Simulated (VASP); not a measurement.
# Cd (Fm-3m) in VASP: a series of runs

Cd is run at these levels: PBEsol; tasks: single point.

Program: VASP 6.6.1. These are calculated values, not measurements. Logs are shortened: lines on timing, memory, paths and dates and some standing lists are left out, and cuts for length are marked.

### 1 The cell of the first run

It takes space group Fm-3m (No. 225, cubic). The conventional cell has a = 4.023 Å, b = 4.023 Å, c = 4.023 Å, α = 90.00°, β = 90.00°, γ = 90.00°. Within 3.7 Å of Cd (site symmetry m-3m) lie 12 Cd at 2.84 Å.

This isn't the form of Cd at room conditions, which is hcp.

### 2 Single point, PBEsol

Input file INCAR:

```
SYSTEM = Cd
PREC = Accurate ; ENCUT = 500
EDIFF = 1E-6 ; ISMEAR = 1
SIGMA = 0.1 ; LREAL = .False.
LASPH = .True. ; NELM = 120
ALGO = Normal ; ISIF = 2
LWAVE = .False. ; LCHARG = .False.
GGA = PS ; NBANDS = 12
GGA_COMPAT = .False.
```

Input file KPOINTS:

```
regular mesh
0
Gamma
  16 16 16
  0 0 0
```

Input file POSCAR:

```
Cd
1.0
    0.0000000000      2.0114096457      2.0114096457
    2.0114096457      0.0000000000      2.0114096457
    2.0114096457      2.0114096457      0.0000000000
Cd
1
Direct
    0.0000000000      0.0000000000      0.0000000000
```

Potentials or basis: VASP PAW PBE potentials, release 64 (Cd).

On the command line:

```
$ cat potpaw_PBE.64/Cd/POTCAR > POTCAR
$ mpirun -np 1 vasp_std > vasp.out
```

OUTCAR:

```text
SYSTEM = Cd
   PREC = Accurate
   ENCUT = 500
   EDIFF = 1E-6
   ISMEAR = 1
   LREAL = .False.
   LASPH = .True.
   NELM = 120
   ISIF = 2
   GGA = PS

 ion  position               nearest neighbor table
   1  0.000  0.000  0.000-

  LATTYP: Found a face centered cubic cell.
 ALAT       =     4.0228192914

  Lattice vectors:

 A1 = (   0.0000000000,   2.0114096457,   2.0114096457)
 A2 = (   2.0114096457,   0.0000000000,   2.0114096457)
 A3 = (   2.0114096457,   2.0114096457,   0.0000000000)

Analysis of symmetry for initial positions (statically):
=====================================================================
 Subroutine PRICEL returns:
 Original cell was already a primitive cell.

 Routine SETGRP: Setting up the symmetry group for a
 face centered cubic supercell.

 Subroutine GETGRP returns: Found 48 space group operations
 (whereof 48 operations were pure point group operations)
 out of a pool of 48 trial point group operations.

The static configuration has the point symmetry O_h .

Analysis of symmetry for dynamics (positions and initial velocities):
=====================================================================
 Subroutine PRICEL returns:
 Original cell was already a primitive cell.

 Routine SETGRP: Setting up the symmetry group for a
 face centered cubic supercell.

 Subroutine GETGRP returns: Found 48 space group operations
 (whereof 48 operations were pure point group operations)
 out of a pool of 48 trial point group operations.

The dynamic configuration has the point symmetry O_h .

 Subroutine INISYM returns: Found 48 space group operations
 (whereof 48 operations are pure point group operations),
 and found     1 'primitive' translations

----------------------------------------------------------------------------------------

                                     Primitive cell

  volume of cell :      16.2754

  direct lattice vectors                    reciprocal lattice vectors
     0.000000000  2.011409646  2.011409646    -0.248581884  0.248581884  0.248581884
     2.011409646  0.000000000  2.011409646     0.248581884 -0.248581884  0.248581884
     2.011409646  2.011409646  0.000000000     0.248581884  0.248581884 -0.248581884

  length of vectors
     2.844562800  2.844562800  2.844562800     0.430556454  0.430556454  0.430556454

  position of ions in fractional coordinates (direct lattice)
     0.000000000  0.000000000  0.000000000

  ion indices of the primitive-cell ions
   primitive index   ion index
                 1           1

----------------------------------------------------------------------------------------

 KPOINTS: regular mesh

Automatic generation of k-mesh.
 Grid dimensions read from file:
 generate k-points for:   16   16   16

 Generating k-lattice:

  Cartesian coordinates                     Fractional coordinates (reciprocal lattice)
    -0.015536368  0.015536368  0.015536368     0.062500000  0.000000000  0.000000000
     0.015536368 -0.015536368  0.015536368     0.000000000  0.062500000  0.000000000
     0.015536368  0.015536368 -0.015536368     0.000000000  0.000000000  0.062500000

  Length of vectors
     0.026909778  0.026909778  0.026909778

  Shift w.r.t. Gamma in fractional coordinates (k-lattice)
     0.000000000  0.000000000  0.000000000

 Subroutine IBZKPT returns following result:
 ===========================================

 Found    145 irreducible k-points:

 Following reciprocal coordinates:
            Coordinates               Weight
  0.000000  0.000000  0.000000      1.000000
  0.062500  0.000000  0.000000      8.000000
  0.125000  0.000000  0.000000      8.000000
  0.187500  0.000000  0.000000      8.000000
  0.250000  0.000000  0.000000      8.000000
  0.312500  0.000000  0.000000      8.000000
[... 16 lines left out ...]
 -0.125000  0.062500  0.000000     24.000000
 -0.062500  0.062500  0.000000     12.000000
 [... further k-points ...]
   k-points           NKPTS =    145   k-points in BZ     NKDIM =    145   number of bands    NBANDS=     12
   number of dos      NEDOS =    301   number of ions     NIONS =      1
   total plane-waves  NPLWV =  13824
   dimension x,y,z NGX =    24 NGY =   24 NGZ =   24
   dimension x,y,z NGXF=    48 NGYF=   48 NGZF=   48
   ions per type =               1
   NGX,Y,Z   is equivalent  to a cutoff of  14.03, 14.03, 14.03 a.u.
   NGXF,Y,Z  is equivalent  to a cutoff of  28.05, 28.05, 28.05 a.u.
 SYSTEM =  Cd
   PREC   = accura    normal or accurate (medium, high low for compatibility)
   ISTART =      0    job   : 0-new  1-cont  2-samecut
   ICHARG =      2    charge: 1-file 2-atom 10-const
   ISPIN  =      1    spin polarized calculation?
   LNONCOLLINEAR =      F non collinear calculations
   LSORBIT =      F    spin-orbit coupling
   LASPH  =      T    aspherical Exc in radial PAW
   ENCUT  =  500.0 eV  36.75 Ry    6.06 a.u.   5.19  5.19  5.19*2*pi/ulx,y,z
   NELM   =    120;   NELMIN=  2; NELMDL= -5     # of ELM steps
   EDIFF  = 0.1E-05   stopping-criterion for ELM
   LREAL  =      F    real-space projection
   EDIFFG = 0.1E-04   stopping-criterion for IOM
   NSW    =      0    number of steps for IOM
   IBRION =     -1    ionic relax: 0-MD 1-quasi-New 2-CG
   NFREE  =      0    steps in history (QN), initial steepest desc. (CG)
   ISIF   =      2    stress and relaxation
   ISYM   =      2    0-nonsym 1-usesym 2-fastsym
   POTIM  = 0.5000    time-step for ionic-motion
   TEBEG  =    0.0;   TEEND  =   0.0 temperature during run
   PSTRESS=    0.0 pullay stress
   NELECT =      12.0000    total number of electrons
   NUPDOWN=      -1.0000    fix difference up-down
   EMIN   =  10.00;   EMAX   =-10.00  energy-range for DOS
   EFERMI =   0.00;   METHOD = LEGACY
   ISMEAR =     1;   SIGMA  =   0.10  broadening in eV -4-tet -1-fermi 0-gaus
   EFERMI_NEDOS =   21; number of points for ismear=-14 and -15
   IALGO  =     38    algorithm
   IMIX   =      4    mixing-type and parameters
     AMIX     =   0.40;   BMIX     =  1.00
     AMIX_MAG =   1.60;   BMIX_MAG =  1.00
  volume/ion in A,a.u.               =      16.28       109.83
  Fermi-wavevector in a.u.,A,eV,Ry     =   1.478966  2.794840 29.760554  2.187339
  Thomas-Fermi vector in A             =   2.593182
   LORBIT       =      0    0 simple, 1 ext, 2 COOP (PROOUT), +10 PAW based schemes
   GGA     = PS    functional components
   LHFCALC =     F    Hartree Fock is set to
   AEXX    =    0.0000 exact exchange contribution
   IVDW    =     0    specifies the selected vdW correction
   LEPSILON=     F    determine dielectric tensor
   LRPA    =     F    only Hartree local field effects (RPA)
 non-spin polarized calculation
 Methfessel and Paxton  Order N= 1 SIGMA  =   0.10
  energy-cutoff  :      500.00
  volume of cell :       16.28
 maximum number of plane-waves:       428
 NGX is ok and might be reduce to    24
   NGX = 11   NGY = 11   NGZ = 11

 number of electron      12.0000003 magnetization

 Free energy of the ion-electron system (eV)
  ---------------------------------------------------
  ext. energy  EPLUGINS =         0.00000000
  ---------------------------------------------------
  free energy    TOTEN  =        -0.83203416 eV

  energy without entropy =       -0.83156231  energy(sigma->0) =       -0.83187687

 E-fermi :   5.3913     XC(G=0): -12.8143

 val. band max:        5.3423716998   @ k =   0.5000   0.1250   0.0000
 cond. band min:       5.4007453615   @ k =  -0.3750   0.3750   0.0625
 fundamental gap:      0.0583736617
 Fermi energy:         5.3913070599

 k-point     1 :       0.0000    0.0000    0.0000
  band No.  band energies     occupation
      1      -6.1675      2.00000
      2      -4.9710      2.00000
      3      -4.9710      2.00000
      4      -4.9710      2.00000
      5      -4.1214      2.00000
      6      -4.1214      2.00000
      7      19.9906      0.00000
      8      22.9669      0.00000
      9      22.9669      0.00000
     10      22.9669      0.00000
     11      27.3068      0.00000
     12      27.3068      0.00000

 k-point     2 :       0.0625    0.0000    0.0000
  band No.  band energies     occupation
      1      -6.0450      2.00000
      2      -4.9875      2.00000
      3      -4.9417      2.00000
      4      -4.9417      2.00000
      5      -4.1304      2.00000
      6      -4.1304      2.00000
      7      19.8147      0.00000
      8      21.6963      0.00000
      9      22.8734      0.00000
     10      22.8734      0.00000
     11      27.1695      0.00000
     12      27.4670      0.00000

 k-point     3 :       0.1250    0.0000    0.0000
  band No.  band energies     occupation
      1      -5.7378      2.00000
      2      -4.9715      2.00000
      3      -4.8689      2.00000
      4      -4.8689      2.00000
      5      -4.1433      2.00000
      6      -4.1433      2.00000
      7      18.2281      0.00000
      8      20.7599      0.00000
      9      22.6279      0.00000
     10      22.6279      0.00000
     11      26.5766      0.00000
     12      27.7231      0.00000
[... 286 lines left out ...]
 k-point    23 :      -0.1250    0.0625    0.0000
  band No.  band energies     occupation
      1      -5.5426      2.00000
      2      -5.0338      2.00000
      3      -4.8185      2.00000
      4      -4.7329      2.00000
      5      -4.2293      2.00000
      6      -4.0296      2.00000
      7      17.4843      0.00000
      8      19.4727      0.00000
      9      22.0617      0.00000
     10      23.8954      0.00000
     11      25.4210      0.00000
     12      27.3229      0.00000

 k-point    24 :      -0.0625    0.0625    0.0000
  band No.  band energies     occupation
      1      -5.8524      2.00000
      2      -5.0315      2.00000
      3      -4.9024      2.00000
      4      -4.8645      2.00000
      5      -4.1815      2.00000
      6      -4.0988      2.00000
      7      19.4217      0.00000
      8      20.4547      0.00000
      9      22.0851      0.00000
     10      23.5137      0.00000
     11      26.3683      0.00000
     12      27.3717      0.00000

 [... further k-points ...]

------------------------ aborting loop because EDIFF is reached ----------------------------------------

  FORCE on cell =-STRESS in cart. coord.  units (eV):
  Direction    XX          YY          ZZ          XY          YZ          ZX
  --------------------------------------------------------------------------------------
  -------------------------------------------------------------------------------------
  Total        3.1732746      3.1732746      3.1732746      0.0000000     -0.0000000     -0.0000000
  in kB      312.3824704    312.3824704    312.3824704      0.0000000     -0.0000000     -0.0000000
  external PRESSURE =     312.3824704 kB  Pullay stress =       0.0000000 kB

 VOLUME and BASIS-vectors are now :
 -----------------------------------------------------------------------------
  energy-cutoff  :      500.00
  volume of cell :       16.28
      direct lattice vectors                 reciprocal lattice vectors
     0.000000000  2.011409646  2.011409646    -0.248581884  0.248581884  0.248581884
     2.011409646  0.000000000  2.011409646     0.248581884 -0.248581884  0.248581884
     2.011409646  2.011409646  0.000000000     0.248581884  0.248581884 -0.248581884

 POSITION                                       TOTAL-FORCE (eV/Angst)
 -----------------------------------------------------------------------------------
      0.00000      0.00000      0.00000         0.000000      0.000000      0.000000
 -----------------------------------------------------------------------------------
    total drift:                                0.000000      0.000000     -0.000000

  FREE ENERGIE OF THE ION-ELECTRON SYSTEM (eV)
  ---------------------------------------------------
  free  energy   TOTEN  =        -0.8320341551 eV

  energy  without entropy=       -0.8315623110  energy(sigma->0) =       -0.83187687
```

It took 8 s on 1 thread of Intel Xeon 6975P-C (Granite Rapids), shared host; peak memory 0.13 GiB.

What came out:

* Free energy: -0.8320 eV
* Pressure: 31.2 GPa
* Band gap on the k mesh: zero (bands 6 and 7 overlap by 3.01 eV)

Caveat: the cell stands under pressure; the PAW data sets were made with another functional, which shifts forces and pressure a little.

### 3 Single point, PBEsol

This run uses another cell than the first one, of 17.20 Å³/atom.

Input file INCAR:

```
PREC     = Accurate       # precision mode
ENCUT    = 500            # plane-wave cutoff, eV
EDIFF    = 1E-6           # SCF threshold, eV
ISMEAR   = 1              # smearing method
SIGMA    = 0.1            # smearing width, eV
LREAL    = False          # projectors in reciprocal space
LASPH    = True           # aspherical terms in the spheres
NELM     = 120            # most SCF steps
ALGO     = Normal         # electronic algorithm
ISIF     = 2              # what is computed and relaxed
LWAVE    = False          # write WAVECAR
LCHARG   = False          # write CHGCAR
GGA      = PS             # functional
NBANDS   = 12             # bands
GGA_COMPAT= False
```

Input file KPOINTS:

```
regular mesh
0
Gamma
  16 16 16
```

Input file POSCAR:

```
Cd
1.0
    0.0000000000      2.0488211747      2.0488211747
    2.0488211747      0.0000000000      2.0488211747
    2.0488211747      2.0488211747      0.0000000000
Cd
1
Direct
    0.0000000000      0.0000000000      0.0000000000
```

Potentials or basis: VASP PAW PBE potentials, release 64 (Cd).

On the command line:

```
$ cat potpaw_PBE.64/Cd/POTCAR > POTCAR
$ mpirun -np 1 vasp_std > vasp.out
```

OUTCAR:

```text
PREC = Accurate
   ENCUT = 500
   EDIFF = 1E-6
   ISMEAR = 1
   LREAL = False
   LASPH = True
   NELM = 120
   ISIF = 2
   GGA = PS

 ion  position               nearest neighbor table
   1  0.000  0.000  0.000-

  LATTYP: Found a face centered cubic cell.
 ALAT       =     4.0976423494

  Lattice vectors:

 A1 = (   0.0000000000,   2.0488211747,   2.0488211747)
 A2 = (   2.0488211747,   0.0000000000,   2.0488211747)
 A3 = (   2.0488211747,   2.0488211747,   0.0000000000)

[... 538 lines left out ...]
     12      26.0496      0.00000

 [... further k-points ...]

------------------------ aborting loop because EDIFF is reached ----------------------------------------

  FORCE on cell =-STRESS in cart. coord.  units (eV):
  Direction    XX          YY          ZZ          XY          YZ          ZX
  --------------------------------------------------------------------------------------
  -------------------------------------------------------------------------------------
  Total        2.2493219      2.2493219      2.2493219     -0.0000000     -0.0000000      0.0000000
  in kB      209.5173756    209.5173756    209.5173756     -0.0000000     -0.0000000      0.0000000
  external PRESSURE =     209.5173756 kB  Pullay stress =       0.0000000 kB

 VOLUME and BASIS-vectors are now :
 -----------------------------------------------------------------------------
  energy-cutoff  :      500.00
  volume of cell :       17.20
      direct lattice vectors                 reciprocal lattice vectors
     0.000000000  2.048821175  2.048821175    -0.244042773  0.244042773  0.244042773
     2.048821175  0.000000000  2.048821175     0.244042773 -0.244042773  0.244042773
     2.048821175  2.048821175  0.000000000     0.244042773  0.244042773 -0.244042773

 POSITION                                       TOTAL-FORCE (eV/Angst)
 -----------------------------------------------------------------------------------
      0.00000      0.00000      0.00000         0.000000      0.000000      0.000000
 -----------------------------------------------------------------------------------
    total drift:                               -0.000000      0.000000     -0.000000

  FREE ENERGIE OF THE ION-ELECTRON SYSTEM (eV)
  ---------------------------------------------------
  free  energy   TOTEN  =        -0.9812783644 eV

  energy  without entropy=       -0.9811975651  energy(sigma->0) =       -0.98125143
```

OSZICAR:

```text
N       E                     dE             d eps       ncg     rms          rms(c)
DAV:   1     0.684151948410E+02    0.68415E+02   -0.70743E+03  3808   0.101E+03
DAV:   2     0.981801354374E-02   -0.68405E+02   -0.64841E+02  3796   0.240E+02
DAV:   3    -0.110683712130E+01   -0.11167E+01   -0.11160E+01  4096   0.343E+01
DAV:   4    -0.110809114299E+01   -0.12540E-02   -0.12540E-02  3924   0.113E+00
DAV:   5    -0.110809357733E+01   -0.24343E-05   -0.24345E-05  4112   0.505E-02    0.599E+00
DAV:   6    -0.993978078875E+00    0.11412E+00   -0.27864E-01  4048   0.723E+00    0.420E+00
DAV:   7    -0.982866869606E+00    0.11111E-01   -0.23097E-02  4064   0.179E+00    0.191E+00
DAV:   8    -0.981266994850E+00    0.15999E-02   -0.20364E-03  3724   0.668E-01    0.889E-02
DAV:   9    -0.981271794068E+00   -0.47992E-05   -0.37231E-06  4156   0.181E-02    0.288E-02
DAV:  10    -0.981278389759E+00   -0.65957E-05   -0.30567E-06  3836   0.207E-02    0.278E-03
DAV:  11    -0.981278364389E+00    0.25370E-07   -0.60135E-08  2044   0.325E-03
   1 F= -.98127836E+00 E0= -.98125143E+00  d E =-.807993E-04
```

stdout:

```text
POSCAR found type information on POSCAR Cd
 POSCAR found :  1 types and       1 ions
 scaLAPACK will be used
 -----------------------------------------------------------------------------
|                                                                             |
|                                                                             |
|     You enforced a specific xc type in the INCAR file but a different       |
|     I HOPE YOU KNOW WHAT YOU ARE DOING!                                     |
|                                                                             |
 -----------------------------------------------------------------------------

 LDA part: xc-table for (Slater+PW92), standard interpolation
 POSCAR, INCAR and KPOINTS ok, starting setup
 FFT: planning ... GRIDC
 FFT: planning ... GRID_SOFT
 FFT: planning ... GRID
 WAVECAR not read
 entering main loop
```

Wall time 8.1 s (1 thread of Intel Xeon 6975P-C (Granite Rapids), shared host); peak memory 0.13 GiB.

Results:

```
Free energy            : -0.9813 eV
Pressure               : 21.0 GPa
Band gap on the k mesh : zero (bands 6 and 7 overlap by 3.10 eV)
```

Caveat: the cell stands under pressure; the PAW data sets were made with another functional, which shifts forces and pressure a little.
